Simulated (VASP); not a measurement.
Wanted: the native input for a VASP 6.6.1 run.

```
Task                   : relaxation of cell and atoms
Functional             : PBEsol
Potentials or basis    : VASP PAW PBE potentials, release 64 (Si, Sn_d, O)
Cutoff                 : 600 eV
k mesh                 : 6 × 6 × 8
Occupations            : fermi-dirac, width 0.02 eV
Spin                   : no spin polarisation
Dipole correction      : no
Further INCAR settings : ALGO = Normal; EDIFF = 1e-07; IBRION = 2; EDIFFG = -0.005; NSW = 80; ISIF = 3
```

The structure of SiSnO4 lies in POSCAR:

```
SiSnO4
1.0
    3.1628598793     -3.2513641252      0.0000000000
    3.1628598793      3.2513641252      0.0000000000
    0.0000000000      0.0000000000      2.9759820879
Si Sn O
1 1 4
Direct
    0.5000000000      0.5000000000      0.5000000000
    0.0000000000      0.0000000000      0.0000000000
    0.2192725891      0.2192725891      0.5000000000
    0.7807274109      0.7807274109      0.5000000000
    0.6765962048      0.3234037952      0.0000000000
    0.3234037952      0.6765962048      0.0000000000
```

The input as run:

INCAR

```
PREC = Accurate
ENCUT = 600
EDIFF = 1E-7
ISMEAR = -1
SIGMA = 0.02
LREAL = False
LASPH = True
NELM = 100
ALGO = Normal
ISIF = 3
LWAVE = False
LCHARG = False
GGA = PS
IBRION = 2
NSW = 80
EDIFFG = -0.005
```

KPOINTS

```
regular mesh
0
Gamma
  6 6 8
```

Potentials or basis: VASP PAW PBE potentials, release 64 (Si, Sn_d, O).

Command:

```sh
$ cat potpaw_PBE.64/Si/POTCAR potpaw_PBE.64/Sn_d/POTCAR potpaw_PBE.64/O/POTCAR > POTCAR
$ mpirun -np 1 vasp_std > vasp.out
```

It gave:

```yaml
Relaxed_volume: 9.94 Å³/atom
Relaxed_cell: a = 4.493 Å, b = 4.493 Å, c = 2.955 Å, α = 90.00°, β = 90.00°, γ = 91.45°
Space_group_after_relaxing_to_0.1_Å: Cmmm (No. 65)
Energy_gained_by_relaxing: 4.9 meV/atom
Ionic_steps: 9
Pressure_after_relaxing: 0.0 GPa
Band_gap_on_the_k_mesh: 2.09 eV
```

Caveat: the PAW data sets were made with another functional, which shifts forces and pressure a little; spin-orbit coupling is left out, which moves the levels of the heavy elements.

Wall time 6.5 min on 1 thread of Intel(R) Xeon(R) Platinum 8259CL CPU @ 2.50GHz (Skylake/Cascade Lake), on a shared host, peak memory 0.26 GiB.
